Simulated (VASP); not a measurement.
## Ba: relaxation of cell and atoms with PBE

The system is Ba.

```
Ba
1.0
     4.27947    0.00000    0.00000
    -2.13973    3.70613    0.00000
     0.00000    0.00000    3.98184
Ba
1
Direct
  0.00000 0.00000 0.50000
```

* Program: VASP 6.6.1
* Task: relaxation of cell and atoms
* Functional: PBE
* Potentials or basis: VASP PAW PBE potentials, release 64 (Ba_sv)
* Cutoff: 600 eV
* k mesh: 18 × 18 × 14
* Occupations: gaussian, width 0.1 eV
* Spin: no spin polarisation
* Dipole correction: no
* Further INCAR settings: ALGO = Fast; EDIFF = 1e-06; IBRION = 2; EDIFFG = -0.01; NSW = 100; ISIF = 3

```
Relaxed volume                         : 62.97 Å³/atom
Relaxed cell                           : a = 4.282 Å, b = 4.282 Å, c = 3.965 Å, α = 90.00°, β = 90.00°, γ = 120.00°
Space group after relaxing (to 0.05 Å) : P6/mmm (No. 191)
Energy gained by relaxing              : 0.1 meV/atom
Ionic steps                            : 3
Pressure after relaxing                : 0.0 GPa
Band gap on the k mesh                 : zero (band 5 reaches 2.07 eV, above the bottom of band 6 at 1.40 eV)
```

Step by step:
```tsv
step	energy change (eV)	largest force (eV/Å)	pressure (GPa)	volume (Å³)
1	0.0000	0.0000	-0.03	63.15
2	-0.0001	0.0000	-0.02	63.04
3	-0.0001	0.0000	0.00	62.97
```

Final structure:
```
CELL_PARAMETERS angstrom
4.28238 0.00000 0.00000
-2.14119 3.70865 0.00000
0.00000 0.00000 3.96494
ATOMIC_POSITIONS crystal
Ba 0.00000 0.00000 0.50000
```

Levels at points of the mesh, in eV from the Fermi level:
```tsv
k point	band 2	band 3	band 4	band 5	band 6	band 7	band 8	band 9
(0.00, 0.00, 0.00)	-14.06	-14.06	-14.00	-2.74	0.09	1.68	1.68	4.77
(0.50, 0.00, 0.00)	-14.57	-14.18	-13.94	-0.97	0.43	0.98	2.75	4.33
(0.00, 0.00, 0.50)	-14.68	-13.99	-13.99	-0.89	0.61	2.22	2.22	2.66
(0.50, 0.00, 0.50)	-14.58	-14.47	-14.11	-0.85	0.14	1.87	3.31	3.63
```

Wall time 120 s on 1 thread of Intel(R) Xeon(R) 6975P-C (Granite Rapids), on a shared host, peak memory 0.38 GiB.

Caveat: spin-orbit coupling is left out, which moves the levels of the heavy elements.
